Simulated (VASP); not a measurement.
# TaAl2F (P-3m1) in VASP: single point with PBE

Aim: the single point of TaAl2F with PBE.

All numbers are computed with VASP 6.6.1; they aren't measurements. Logs are shortened: lines on timing, memory, paths and dates and some standing lists are left out, and cuts for length are marked.

## Step 1: The cell of the first run

Symmetry: P-3m1, No. 164, trigonal system. Conventional cell: a = 2.941 Å, b = 2.941 Å, c = 17.031 Å, α = 90.00°, β = 90.00°, γ = 120.00°. Within 4.2 Å of Ta (site symmetry 3m) lie 12 Al at 2.78 to 4.11 Å and 6 Ta at 2.94 Å and 3 F at 3.84 Å. Within 2.8 Å of Al (site symmetry 3m) lie 3 F at 2.10 Å and 3 Ta at 2.78 Å. Al (site symmetry 3m) has 9 Al at 2.87 to 2.94 Å and 3 Ta at 2.87 Å within 3.8 Å. Within 2.8 Å of F (site symmetry 3m) lie 3 Al at 2.10 Å.

## Step 2: Single point, PBE

POSCAR

```
TaAl2F
1.0
    2.9411794580      0.0000000000      0.0000000000
   -1.4705897290      2.5471361277      0.0000000000
    0.0000000000      0.0000000000     17.0313440914
Ta Al F
2 4 2
Direct
    0.0000000000      0.0000000000      0.7038164095
    0.0000000000      0.0000000000      0.2961835905
    0.3333333333      0.6666666667      0.8332654536
    0.6666666667      0.3333333333      0.1667345464
    0.6666666667      0.3333333333      0.5678403951
    0.3333333333      0.6666666667      0.4321596049
    0.6666666667      0.3333333333      0.9057209721
    0.3333333333      0.6666666667      0.0942790279
```

INCAR.step1

```
SYSTEM = TaAl2F
ALGO     = Normal         ! electronic algorithm
EDIFF    = 1E-7           ! SCF threshold, eV
ENCUT    = 520            ! plane-wave cutoff, eV
GGA      = PE             ! functional
ISIF     = 2              ! what is computed and relaxed
ISMEAR   = 0              ! smearing method
LASPH    = .TRUE.         ! aspherical terms in the spheres
LCHARG   = .TRUE.         ! write CHGCAR
LMAXMIX  = 4              ! l up to which the mixer works
LREAL    = .FALSE.        ! projectors in reciprocal space
LWAVE    = .FALSE.        ! write WAVECAR
NBANDS   = 34             ! bands
NELM     = 60             ! most SCF steps
PREC     = Accurate       ! precision mode
SIGMA    = 0.1            ! smearing width, eV
```

KPOINTS.step1

```
k-points
0
G
  12 12 2
  0 0 0
```

INCAR.step2

```
SYSTEM = TaAl2F
ALGO     = Normal         ! electronic algorithm
EDIFF    = 1E-7           ! SCF threshold, eV
ENCUT    = 520            ! plane-wave cutoff, eV
GGA      = PE             ! functional
ICHARG   = 11             ! starting density
ISIF     = 2              ! what is computed and relaxed
ISMEAR   = -5             ! smearing method
LASPH    = .TRUE.         ! aspherical terms in the spheres
LCHARG   = .FALSE.        ! write CHGCAR
LMAXMIX  = 4              ! l up to which the mixer works
LORBIT   = 11             ! projections on sites
LREAL    = .FALSE.        ! projectors in reciprocal space
LWAVE    = .FALSE.        ! write WAVECAR
NEDOS    = 2001           ! points of the DOS
NELM     = 60             ! most SCF steps
PREC     = Accurate       ! precision mode
SIGMA    = 0.1            ! smearing width, eV
```

KPOINTS.step2

```
k-points
0
G
  18 18 3
  0 0 0
```

Potentials or basis: VASP PAW PBE potentials, release 64 (Ta_pv, Al, F).

Launch:

```
> cat potpaw_PBE.64/Ta_pv/POTCAR potpaw_PBE.64/Al/POTCAR potpaw_PBE.64/F/POTCAR > POTCAR
> cp INCAR.step1 INCAR
> cp KPOINTS.step1 KPOINTS
> mpirun -np 1 vasp_std > vasp.out
> cp INCAR.step2 INCAR
> cp KPOINTS.step2 KPOINTS
> mpirun -np 1 vasp_std > vasp.out
```

OUTCAR:

```text
SYSTEM = TaAl2F
   EDIFF = 1E-7
   ENCUT = 520
   GGA = PE
   ICHARG = 11
   ISIF = 2
   ISMEAR = -5
   LASPH = .TRUE.
   LORBIT = 11
   LREAL = .FALSE.
   NELM = 60
   PREC = Accurate

 ion  position               nearest neighbor table
   1  0.000  0.000  0.704-   3 2.78   3 2.78   3 2.78   5 2.87   5 2.87   5 2.87
   2  0.000  0.000  0.296-   4 2.78   4 2.78   4 2.78   6 2.87   6 2.87   6 2.87
   3  0.333  0.667  0.833-   7 2.10   7 2.10   7 2.10   1 2.78   1 2.78   1 2.78
   4  0.667  0.333  0.167-   8 2.10   8 2.10   8 2.10   2 2.78   2 2.78   2 2.78
   5  0.667  0.333  0.568-   6 2.87   6 2.87   6 2.87   1 2.87   1 2.87   1 2.87
   6  0.333  0.667  0.432-   5 2.87   5 2.87   5 2.87   2 2.87   2 2.87   2 2.87
   7  0.667  0.333  0.906-   3 2.10   3 2.10   3 2.10
   8  0.333  0.667  0.094-   4 2.10   4 2.10   4 2.10

  LATTYP: Found a hexagonal cell.
 ALAT       =     2.9411794580
 C/A-ratio  =     5.7906511094

  Lattice vectors:

 A1 = (   2.9411794580,   0.0000000000,   0.0000000000)
 A2 = (  -1.4705897290,   2.5471361277,   0.0000000000)
 A3 = (   0.0000000000,   0.0000000000,  17.0313440914)

Analysis of symmetry for initial positions (statically):
=====================================================================
 Subroutine PRICEL returns:
 Original cell was already a primitive cell.

 Routine SETGRP: Setting up the symmetry group for a
 hexagonal supercell.

 Subroutine GETGRP returns: Found 12 space group operations
 (whereof 12 operations were pure point group operations)
 out of a pool of 24 trial point group operations.

The static configuration has the point symmetry D_3d.

Analysis of symmetry for dynamics (positions and initial velocities):
=====================================================================
 Subroutine PRICEL returns:
 Original cell was already a primitive cell.

 Routine SETGRP: Setting up the symmetry group for a
 hexagonal supercell.

 Subroutine GETGRP returns: Found 12 space group operations
 (whereof 12 operations were pure point group operations)
 out of a pool of 24 trial point group operations.

The dynamic configuration has the point symmetry D_3d.

 Subroutine INISYM returns: Found 12 space group operations
 (whereof 12 operations are pure point group operations),
 and found     1 'primitive' translations

----------------------------------------------------------------------------------------

                                     Primitive cell

  volume of cell :     127.5918

  direct lattice vectors                    reciprocal lattice vectors
     2.941179458  0.000000000  0.000000000     0.339999655  0.196298892  0.000000000
    -1.470589729  2.547136128  0.000000000     0.000000000  0.392597784  0.000000000
     0.000000000  0.000000000 17.031344091     0.000000000  0.000000000  0.058715272

  length of vectors
     2.941179458  2.941179458 17.031344091     0.392597784  0.392597784  0.058715272

  position of ions in fractional coordinates (direct lattice)
     0.000000000  0.000000000  0.703816409
     0.000000000  0.000000000  0.296183591
     0.333333333  0.666666667  0.833265454
     0.666666667  0.333333333  0.166734546
     0.666666667  0.333333333  0.567840395
     0.333333333  0.666666667  0.432159605
     0.666666667  0.333333333  0.905720972
     0.333333333  0.666666667  0.094279028

  ion indices of the primitive-cell ions
   primitive index   ion index
                 1           1
                 2           2
                 3           3
                 4           4
                 5           5
                 6           6
                 7           7
                 8           8

----------------------------------------------------------------------------------------

 KPOINTS: k-points

Automatic generation of k-mesh.
 Grid dimensions read from file:
 generate k-points for:   18   18    3

 Generating k-lattice:

  Cartesian coordinates                     Fractional coordinates (reciprocal lattice)
     0.018888870  0.010905494  0.000000000     0.055555556  0.000000000  0.000000000
     0.000000000  0.021810988  0.000000000     0.000000000  0.055555556  0.000000000
     0.000000000  0.000000000  0.019571757     0.000000000  0.000000000  0.333333333

  Length of vectors
     0.021810988  0.021810988  0.019571757

  Shift w.r.t. Gamma in fractional coordinates (k-lattice)
     0.000000000  0.000000000  0.000000000

 TETIRR: Found   1374 inequivalent tetrahedra from     5832

 Subroutine IBZKPT returns following result:
 ===========================================

 Found    101 irreducible k-points:

 Following reciprocal coordinates:
            Coordinates               Weight
  0.000000  0.000000  0.000000      1.000000
  0.055556 -0.000000  0.000000      6.000000
  0.111111 -0.000000  0.000000      6.000000
  0.166667 -0.000000  0.000000      6.000000
  0.222222 -0.000000  0.000000      6.000000
  0.277778 -0.000000  0.000000      6.000000
[... 16 lines left out ...]
  0.333333  0.111111  0.000000     12.000000
  0.388889  0.111111  0.000000     12.000000
 [... further k-points ...]
   k-points           NKPTS =    101   k-points in BZ     NKDIM =    101   number of bands    NBANDS=     29
   number of dos      NEDOS =   2001   number of ions     NIONS =      8
   total plane-waves  NPLWV =  73728
   dimension x,y,z NGX =    24 NGY =   24 NGZ =  128
   dimension x,y,z NGXF=    48 NGYF=   48 NGZF=  256
   ions per type =               2   4   2
   NGX,Y,Z   is equivalent  to a cutoff of  13.57, 13.57, 12.49 a.u.
   NGXF,Y,Z  is equivalent  to a cutoff of  27.13, 27.13, 24.99 a.u.
 SYSTEM =  TaAl2F
   PREC   = accura    normal or accurate (medium, high low for compatibility)
   ISTART =      0    job   : 0-new  1-cont  2-samecut
   ICHARG =     11    charge: 1-file 2-atom 10-const
   ISPIN  =      1    spin polarized calculation?
   LNONCOLLINEAR =      F non collinear calculations
   LSORBIT =      F    spin-orbit coupling
   LASPH  =      T    aspherical Exc in radial PAW
   ENCUT  =  520.0 eV  38.22 Ry    6.18 a.u.   5.47  5.47 31.67*2*pi/ulx,y,z
   NELM   =     60;   NELMIN=  2; NELMDL=  0     # of ELM steps
   EDIFF  = 0.1E-06   stopping-criterion for ELM
   LREAL  =      F    real-space projection
   EDIFFG = 0.1E-05   stopping-criterion for IOM
   NSW    =      0    number of steps for IOM
   IBRION =     -1    ionic relax: 0-MD 1-quasi-New 2-CG
   NFREE  =      0    steps in history (QN), initial steepest desc. (CG)
   ISIF   =      2    stress and relaxation
   ISYM   =      2    0-nonsym 1-usesym 2-fastsym
   POTIM  = 0.5000    time-step for ionic-motion
   TEBEG  =    0.0;   TEEND  =   0.0 temperature during run
   PSTRESS=    0.0 pullay stress
   NELECT =      48.0000    total number of electrons
   NUPDOWN=      -1.0000    fix difference up-down
   EMIN   =  10.00;   EMAX   =-10.00  energy-range for DOS
   EFERMI =   0.00;   METHOD = LEGACY
   ISMEAR =    -5;   SIGMA  =   0.10  broadening in eV -4-tet -1-fermi 0-gaus
   EFERMI_NEDOS =   21; number of points for ismear=-14 and -15
   IALGO  =     38    algorithm
   IMIX   =      4    mixing-type and parameters
     AMIX     =   0.40;   BMIX     =  1.00
     AMIX_MAG =   1.60;   BMIX_MAG =  1.00
  volume/ion in A,a.u.               =      15.95       107.63
  Fermi-wavevector in a.u.,A,eV,Ry     =   1.181810  2.233297 19.002920  1.396675
  Thomas-Fermi vector in A             =   2.318076
   LORBIT       =     11    0 simple, 1 ext, 2 COOP (PROOUT), +10 PAW based schemes
   GGA     = PE    functional components
   LHFCALC =     F    Hartree Fock is set to
   AEXX    =    0.0000 exact exchange contribution
   IVDW    =     0    specifies the selected vdW correction
   LEPSILON=     F    determine dielectric tensor
   LRPA    =     F    only Hartree local field effects (RPA)
 non-spin polarized calculation
 Fermi weights with tetrahedron method with Bloechl corrections
  energy-cutoff  :      520.00
  volume of cell :      127.59
 maximum number of plane-waves:      3502
 NGX is ok and might be reduce to    24

 number of electron      47.9999998 magnetization

 Free energy of the ion-electron system (eV)
  ---------------------------------------------------
  ext. energy  EPLUGINS =         0.00000000
  ---------------------------------------------------
  free energy    TOTEN  =       -50.15838172 eV

  energy without entropy =      -50.15838172  energy(sigma->0) =      -50.15838172

 E-fermi :   5.8600     XC(G=0): -10.3856

 val. band max:        5.8508662527   @ k =   0.1667  -0.0000   0.0000
 cond. band min:       5.7484439265   @ k =   0.3333   0.3333   0.3333
 fundamental gap:     -0.1024223262
 Fermi energy:         5.8599607151

 k-point     1 :       0.0000    0.0000    0.0000
  band No.  band energies     occupation
      1     -28.3266      2.00000
      2     -28.3266      2.00000
      3     -27.6282      2.00000
      4     -27.6282      2.00000
      5     -27.6282      2.00000
      6     -27.6282      2.00000
[... 21 lines left out ...]
     28       8.5182      0.00000
     29       9.3911      0.00000

 k-point     2 :       0.0556   -0.0000    0.0000
  band No.  band energies     occupation
      1     -28.3224      2.00000
      2     -28.3223      2.00000
      3     -27.6566      2.00000
      4     -27.6566      2.00000
      5     -27.6346      2.00000
      6     -27.6346      2.00000
[... 21 lines left out ...]
     28       8.2760      0.00000
     29       9.2880      0.00000

 k-point     3 :       0.1111   -0.0000    0.0000
  band No.  band energies     occupation
      1     -28.3102      2.00000
      2     -28.3102      2.00000
      3     -27.7376      2.00000
      4     -27.7376      2.00000
      5     -27.6531      2.00000
      6     -27.6531      2.00000
[... 638 lines left out ...]
      5     -27.8743      2.00000
      6     -27.8742      2.00000
[... 21 lines left out ...]
     28       7.9600      0.00000
     29       8.9248      0.00000

 k-point    24 :       0.3889    0.1111    0.0000
  band No.  band energies     occupation
      1     -28.4571      2.00000
      2     -28.4571      2.00000
      3     -28.1847      2.00000
      4     -28.1847      2.00000
      5     -27.8971      2.00000
      6     -27.8971      2.00000
[... 21 lines left out ...]
     28       7.9081      0.00000
     29       9.2265      0.00000

 [... further k-points ...]

------------------------ aborting loop because EDIFF is reached ----------------------------------------

  FORCE on cell =-STRESS in cart. coord.  units (eV):
  Direction    XX          YY          ZZ          XY          YZ          ZX
  --------------------------------------------------------------------------------------
  -------------------------------------------------------------------------------------
  Total        0.0056397      0.0056397      0.5917934      0.0000000      0.0000000      0.0000000
  in kB        0.0708183      0.0708183      7.4311850      0.0000000      0.0000000      0.0000000
  external PRESSURE =       2.5242738 kB  Pullay stress =       0.0000000 kB

 VOLUME and BASIS-vectors are now :
 -----------------------------------------------------------------------------
  energy-cutoff  :      520.00
  volume of cell :      127.59
      direct lattice vectors                 reciprocal lattice vectors
     2.941179458  0.000000000  0.000000000     0.339999655  0.196298892  0.000000000
    -1.470589729  2.547136128  0.000000000     0.000000000  0.392597784  0.000000000
     0.000000000  0.000000000 17.031344091     0.000000000  0.000000000  0.058715272

 POSITION                                       TOTAL-FORCE (eV/Angst)
 -----------------------------------------------------------------------------------
      0.00000      0.00000     11.98694        -0.000000      0.000000     -0.007342
      0.00000      0.00000      5.04440        -0.000000     -0.000000      0.007342
     -0.00000      1.69809     14.19163        -0.000000     -0.000000     -0.019038
      1.47059      0.84905      2.83971        -0.000000      0.000000      0.019038
      1.47059      0.84905      9.67109        -0.000000     -0.000000      0.094565
     -0.00000      1.69809      7.36026        -0.000000      0.000000     -0.094565
      1.47059      0.84905     15.42565        -0.000000      0.000000     -0.010707
     -0.00000      1.69809      1.60570         0.000000     -0.000000      0.010707
 -----------------------------------------------------------------------------------
    total drift:                                0.000000      0.000000      0.000000

  FREE ENERGIE OF THE ION-ELECTRON SYSTEM (eV)
  ---------------------------------------------------
  free  energy   TOTEN  =       -50.1583817155 eV

  energy  without entropy=      -50.1583817155  energy(sigma->0) =      -50.15838172

 total charge

# of ion       s       p       d       tot
------------------------------------------
    1        0.348   6.201   2.328   8.877
    2        0.348   6.201   2.328   8.877
    3        0.398   0.314   0.000   0.713
    4        0.398   0.314   0.000   0.713
    5        0.426   0.352   0.000   0.778
    6        0.426   0.352   0.000   0.778
    7        1.745   4.338   0.000   6.083
    8        1.745   4.338   0.000   6.083
--------------------------------------------------
tot          5.834  22.411   4.656  32.901
```

Run time: 6.2 min. Hardware: 1 thread of Intel Xeon Platinum 8259CL at 2.50GHz (Skylake/Cascade Lake), shared host; peak memory 0.49 GiB.

What came out:

| Item | Value |
| --- | --- |
| Valence electrons inside the program's atomic spheres | Ta 8.88; Al 0.71, 0.78 (each value once); F 6.08 |

Levels at points of the mesh, in eV from the Fermi level:
| k point | band 20 | band 21 | band 22 | band 23 | band 24 | band 25 | band 26 | band 27 | band 28 | band 29 |
| --- | --- | --- | --- | --- | --- | --- | --- | --- | --- | --- |
| (0.00, 0.00, 0.00) | -3.40 | -2.12 | 0.96 | 0.96 | 0.96 | 0.96 | 1.19 | 1.62 | 2.66 | 3.53 |
| (0.50, 0.00, 0.00) | -2.87 | -1.80 | -1.79 | -1.50 | -1.23 | -0.17 | 1.89 | 1.93 | 1.96 | 3.43 |

Caveat: spin-orbit coupling is left out, which moves the levels of the heavy elements.
